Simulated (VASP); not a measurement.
# H2CS2 in VASP: a series of runs

Runs on H2CS2. Level: PBE+D3(BJ). Tasks: single point.

Everything below comes from runs of VASP 6.6.1. Logs are shortened: lines on timing, memory, paths and dates and some standing lists are left out, and cuts for length are marked.

## 1. The cell of the first run

The cell holds an amorphous packing of atoms, 30 atoms: a = 9.205 Å, b = 9.205 Å, c = 9.205 Å, α = 90.00°, β = 90.00°, γ = 90.00°.

## 2. Single point, PBE+D3(BJ)

INCAR reads:

```
ALGO = Normal
EDIFF = 1E-6
ENCUT = 520
GGA = PE
ISIF = 2
ISMEAR = -1
IVDW = 12
LASPH = T
LCHARG = T
LELF = T
LREAL = Auto
LVHAR = T
LWAVE = F
NBANDS = 75
NELM = 60
PREC = Accurate
SIGMA = 0.05
```

KPOINTS reads:

```
k-points
0
Gamma
  1 1 1
```

POSCAR reads:

```
H2CS2
1.0
    9.2051640000      0.0000000000      0.0000000000
    0.0000000000      9.2051640000      0.0000000000
    0.0000000000      0.0000000000      9.2051640000
H S C
12 12 6
Direct
    0.7605296331      0.7841902654      0.4564394507
    0.7838534979      0.8644712902      0.4753853381
    0.3647517850      0.6068115679      0.5371767412
    0.4157774919      0.5623256685      0.4919955799
    0.7077766349      0.6114828590      0.7455271845
    0.7086674393      0.5796203088      0.6716556055
    0.2545201802     -0.0322644985      0.6428674166
    0.2802774617      0.0256377833      0.6949142894
    0.5804893862      0.9380930095      0.7562494270
    0.6141878624      0.8658835410      0.7613443932
    0.8691860351      0.2240481538      0.7579441279
    0.7886116967      0.2019409975      0.7845053059
    1.1257594107      0.5522552341      0.3080879385
    0.8949433166      0.4420996736      0.0800746190
    0.3627094531      0.7339141378     -0.0432257372
    0.4270646346      0.8232552945      0.2744220527
    0.1994749903      0.1626261086      0.3674024710
    0.2282305888      0.1668954513      0.0289511409
    0.0120149951      0.7733702517      0.7919033273
    0.0763484496      0.4550923808      0.7029749823
    0.6888959284      0.3118466982      0.4668466526
    0.5152651273      0.4319206046      0.1970741640
    0.9301083609      0.8512613138      0.1753798194
    0.7038006058      1.0861946620      0.0859734818
    1.0107804706      0.4964604650      0.1944995222
    0.3854358271      0.7821805239      0.1183466150
    0.2165197709      0.1602795996      0.1987036841
    0.0402382836      0.6150026224      0.7403018567
    0.6066920698      0.3646648772      0.3263494273
    0.8173781586      0.9675438699      0.1304811082
```

Potentials or basis: VASP PAW PBE potentials, release 64 (H, S, C).

Command:

```bash
$ cat potpaw_PBE.64/H/POTCAR potpaw_PBE.64/S/POTCAR potpaw_PBE.64/C/POTCAR > POTCAR
$ mpirun -np 1 vasp_gam > vasp.out
```

OUTCAR:

```text
EDIFF = 1E-6
   ENCUT = 520
   GGA = PE
   ISIF = 2
   ISMEAR = -1
   IVDW = 12
   LASPH = T
   LREAL = Auto
   NELM = 60
   PREC = Accurate
 IVDW          = 12

 ion  position               nearest neighbor table
   1  0.761  0.784  0.456-   2 0.79
   2  0.784  0.864  0.475-   1 0.79
   3  0.365  0.607  0.537-   4 0.75
   4  0.416  0.562  0.492-   3 0.75
   5  0.708  0.611  0.746-   6 0.74
   6  0.709  0.580  0.672-   5 0.74
[... 16 lines left out ...]
  23  0.930  0.851  0.175-  30 1.55
  24  0.704  0.086  0.086-  30 1.57
  25  0.011  0.496  0.194-  13 1.57  14 1.58
  26  0.385  0.782  0.118-  16 1.53  15 1.57
  27  0.217  0.160  0.199-  17 1.56  18 1.57
  28  0.040  0.615  0.740-  20 1.55  19 1.56
  29  0.607  0.365  0.326-  21 1.58  22 1.58
  30  0.817  0.968  0.130-  23 1.55  24 1.57

  LATTYP: Found a simple cubic cell.
 ALAT       =     9.2051640000

  Lattice vectors:

 A1 = (   9.2051640000,   0.0000000000,   0.0000000000)
 A2 = (   0.0000000000,   9.2051640000,   0.0000000000)
 A3 = (   0.0000000000,   0.0000000000,   9.2051640000)

Analysis of symmetry for initial positions (statically):
=====================================================================
 Subroutine PRICEL returns:
 Original cell was already a primitive cell.

 Routine SETGRP: Setting up the symmetry group for a
 simple cubic supercell.

 Subroutine GETGRP returns: Found  1 space group operations
 (whereof  1 operations were pure point group operations)
 out of a pool of 48 trial point group operations.

The static configuration has the point symmetry C_1 .

Analysis of symmetry for dynamics (positions and initial velocities):
=====================================================================
 Subroutine PRICEL returns:
 Original cell was already a primitive cell.

 Routine SETGRP: Setting up the symmetry group for a
 simple cubic supercell.

 Subroutine GETGRP returns: Found  1 space group operations
 (whereof  1 operations were pure point group operations)
 out of a pool of 48 trial point group operations.

The dynamic configuration has the point symmetry C_1 .

 Subroutine INISYM returns: Found  1 space group operations
 (whereof  1 operations are pure point group operations),
 and found     1 'primitive' translations

----------------------------------------------------------------------------------------

                                     Primitive cell

  volume of cell :     780.0000

  direct lattice vectors                    reciprocal lattice vectors
     9.205164000  0.000000000  0.000000000     0.108634675  0.000000000  0.000000000
     0.000000000  9.205164000  0.000000000     0.000000000  0.108634675  0.000000000
     0.000000000  0.000000000  9.205164000     0.000000000  0.000000000  0.108634675

  length of vectors
     9.205164000  9.205164000  9.205164000     0.108634675  0.108634675  0.108634675

  position of ions in fractional coordinates (direct lattice)
     0.760529633  0.784190265  0.456439451
     0.783853498  0.864471290  0.475385338
     0.364751785  0.606811568  0.537176741
     0.415777492  0.562325669  0.491995580
     0.707776635  0.611482859  0.745527184
     0.708667439  0.579620309  0.671655605
[... 22 lines left out ...]
     0.606692070  0.364664877  0.326349427
     0.817378159  0.967543870  0.130481108

  ion indices of the primitive-cell ions
   primitive index   ion index
                 1           1
                 2           2
                 3           3
                 4           4
                 5           5
                 6           6
[... 22 lines left out ...]
                29          29
                30          30

----------------------------------------------------------------------------------------

 KPOINTS: k-points

Automatic generation of k-mesh.
 Grid dimensions read from file:
 generate k-points for:    1    1    1

 Generating k-lattice:

  Cartesian coordinates                     Fractional coordinates (reciprocal lattice)
     0.108634675  0.000000000  0.000000000     1.000000000  0.000000000  0.000000000
     0.000000000  0.108634675  0.000000000     0.000000000  1.000000000  0.000000000
     0.000000000  0.000000000  0.108634675     0.000000000  0.000000000  1.000000000

  Length of vectors
     0.108634675  0.108634675  0.108634675

  Shift w.r.t. Gamma in fractional coordinates (k-lattice)
     0.000000000  0.000000000  0.000000000

 Subroutine IBZKPT returns following result:
 ===========================================

 Found      1 irreducible k-points:

 Following reciprocal coordinates:
            Coordinates               Weight
  0.000000  0.000000  0.000000      1.000000
   k-points           NKPTS =      1   k-points in BZ     NKDIM =      1   number of bands    NBANDS=     75
   number of dos      NEDOS =    301   number of ions     NIONS =     30
   total plane-waves  NPLWV = 343000
   dimension x,y,z NGX =    70 NGY =   70 NGZ =   70
   dimension x,y,z NGXF=   140 NGYF=  140 NGZF=  140
   ions per type =              12  12   6
   NGX,Y,Z   is equivalent  to a cutoff of  12.64, 12.64, 12.64 a.u.
   NGXF,Y,Z  is equivalent  to a cutoff of  25.28, 25.28, 25.28 a.u.
 SYSTEM =  unknown system
   PREC   = accura    normal or accurate (medium, high low for compatibility)
   ISTART =      0    job   : 0-new  1-cont  2-samecut
   ICHARG =      2    charge: 1-file 2-atom 10-const
   ISPIN  =      1    spin polarized calculation?
   LNONCOLLINEAR =      F non collinear calculations
   LSORBIT =      F    spin-orbit coupling
   LASPH  =      T    aspherical Exc in radial PAW
   ENCUT  =  520.0 eV  38.22 Ry    6.18 a.u.  17.12 17.12 17.12*2*pi/ulx,y,z
   NELM   =     60;   NELMIN=  2; NELMDL= -5     # of ELM steps
   EDIFF  = 0.1E-05   stopping-criterion for ELM
   LREAL  =      T    real-space projection
   EDIFFG = 0.1E-04   stopping-criterion for IOM
   NSW    =      0    number of steps for IOM
   IBRION =     -1    ionic relax: 0-MD 1-quasi-New 2-CG
   NFREE  =      0    steps in history (QN), initial steepest desc. (CG)
   ISIF   =      2    stress and relaxation
   ISYM   =      2    0-nonsym 1-usesym 2-fastsym
   POTIM  = 0.5000    time-step for ionic-motion
   TEBEG  =    0.0;   TEEND  =   0.0 temperature during run
   PSTRESS=    0.0 pullay stress
   NELECT =     108.0000    total number of electrons
   NUPDOWN=      -1.0000    fix difference up-down
   EMIN   =  10.00;   EMAX   =-10.00  energy-range for DOS
   EFERMI =   0.00;   METHOD = LEGACY
   ISMEAR =    -1;   SIGMA  =   0.05  broadening in eV -4-tet -1-fermi 0-gaus
   EFERMI_NEDOS =   21; number of points for ismear=-14 and -15
   IALGO  =     38    algorithm
   IMIX   =      4    mixing-type and parameters
     AMIX     =   0.40;   BMIX     =  1.00
     AMIX_MAG =   1.60;   BMIX_MAG =  1.00
  volume/ion in A,a.u.               =      26.00       175.46
  Fermi-wavevector in a.u.,A,eV,Ry     =   0.846937  1.600479  9.759495  0.717303
  Thomas-Fermi vector in A             =   1.962364
   LORBIT       =      0    0 simple, 1 ext, 2 COOP (PROOUT), +10 PAW based schemes
   GGA     = PE    functional components
   LHFCALC =     F    Hartree Fock is set to
   AEXX    =    0.0000 exact exchange contribution
   IVDW    =    12    specifies the selected vdW correction
   LEPSILON=     F    determine dielectric tensor
   LRPA    =     F    only Hartree local field effects (RPA)
 non-spin polarized calculation
  energy-cutoff  :      520.00
  volume of cell :      780.00
 maximum number of plane-waves:     10432
 NGX is ok and might be reduce to    70
   NGX = 35   NGY = 35   NGZ = 35

 number of electron     107.9999997 magnetization

 Free energy of the ion-electron system (eV)
  ---------------------------------------------------
  ext. energy  EPLUGINS =         0.00000000
  ---------------------------------------------------
  free energy    TOTEN  =      -140.21718537 eV

  energy without entropy =     -140.21718537  energy(sigma->0) =     -140.21718537

 E-fermi :  -1.3400     XC(G=0):  -6.0306

 val. band max:       -2.5522547672   @ k =   0.0000   0.0000   0.0000
 cond. band min:       0.7388011290   @ k =   0.0000   0.0000   0.0000
 fundamental gap:      3.2910558961
 Fermi energy:        -1.3400275221

 k-point     1 :       0.0000    0.0000    0.0000
  band No.  band energies     occupation
      1     -17.5572      2.00000
      2     -17.4916      2.00000
      3     -17.4087      2.00000
      4     -17.3433      2.00000
      5     -17.3090      2.00000
      6     -17.1964      2.00000
[... 58 lines left out ...]
     65       1.3178      0.00000
     66       1.3895      0.00000
 [bands above 66 left out]

------------------------ aborting loop because EDIFF is reached ----------------------------------------

 Edisp (eV)   -2.30558

 E8    (eV) :    -0.7338

  FORCE on cell =-STRESS in cart. coord.  units (eV):
  Direction    XX          YY          ZZ          XY          YZ          ZX
  --------------------------------------------------------------------------------------
  -------------------------------------------------------------------------------------
  Total      -4.14379    -1.03904    -4.76307    -0.67171     0.29223    -2.27640
  in kB      -8.51166    -2.13427    -9.78371    -1.37975     0.60026    -4.67589
  external pressure =       -6.81 kB  Pullay stress =        0.00 kB

 VOLUME and BASIS-vectors are now :
 -----------------------------------------------------------------------------
  energy-cutoff  :      520.00
  volume of cell :      780.00
      direct lattice vectors                 reciprocal lattice vectors
     9.205164000  0.000000000  0.000000000     0.108634675  0.000000000  0.000000000
     0.000000000  9.205164000  0.000000000     0.000000000  0.108634675  0.000000000
     0.000000000  0.000000000  9.205164000     0.000000000  0.000000000  0.108634675

 POSITION                                       TOTAL-FORCE (eV/Angst)
 -----------------------------------------------------------------------------------
      7.00080      7.21860      4.20160         0.279534      1.034466      0.289075
      7.21550      7.95760      4.37600        -0.330661     -1.046161     -0.194373
      3.35760      5.58580      4.94480        -0.021978      0.007939      0.099651
      3.82730      5.17630      4.52890         0.039384     -0.036455      0.002220
      6.51520      5.62880      6.86270        -0.023794      0.129604      0.338912
      6.52340      5.33550      6.18270        -0.030155     -0.164926     -0.314458
[... 22 lines left out ...]
      5.58470      3.35680      3.00410        -0.436368      0.541819      0.095870
      7.52410      8.90640      1.20110        -0.440286      0.539877     -0.207658
 -----------------------------------------------------------------------------------
    total drift:                               -0.010253      0.007270     -0.024148

  FREE ENERGIE OF THE ION-ELECTRON SYSTEM (eV)
  ---------------------------------------------------
  free  energy   TOTEN  =      -142.5227621486 eV

  energy  without entropy=     -142.5227621485  energy(sigma->0) =     -142.52276215
```

Wall time 1.9 min (1 thread of Intel Xeon Platinum 8259CL at 2.50GHz (Skylake/Cascade Lake), shared host); peak memory 0.66 GiB.

Results:

| Quantity | Value |
| --- | --- |
| Free energy | -142.5228 eV |
| Pressure | -0.7 GPa |
| Largest force | 1.472 eV/Å |
| Band gap on the k mesh | 3.29 eV |
| Dispersion energy per atom | -0.077 eV |

Forces in eV/Å, atoms in the order of the input:
```
H    0.280  1.034  0.289
H   -0.331 -1.046 -0.194
H   -0.022  0.008  0.100
H    0.039 -0.036  0.002
H   -0.024  0.130  0.339
H   -0.030 -0.165 -0.314
H    0.028  0.100  0.063
H   -0.008 -0.064 -0.041
H   -0.213  0.504 -0.048
H    0.247 -0.464  0.006
H   -1.332 -0.343  0.431
H    1.325  0.308 -0.423
S   -0.544 -0.374 -0.566
S    0.825  0.324  0.765
S   -0.190  0.132  0.427
S    0.021  0.403  0.962
S    0.090 -0.137 -0.351
S    0.034 -0.120  0.559
S   -0.110 -0.010 -0.203
S    0.018 -0.455 -0.299
S   -0.318  0.123 -0.900
S    0.706 -0.617  0.786
S    0.226 -0.174 -0.030
S    0.263 -0.314  0.130
C   -0.257 -0.038 -0.216
C    0.219 -0.474 -1.377
C   -0.141  0.198 -0.245
C    0.077  0.486  0.463
C   -0.436  0.542  0.096
C   -0.440  0.540 -0.208
```

Caveat: the k points lie up to 0.68 Å⁻¹ apart.

(Continued in part 2 of 2.)
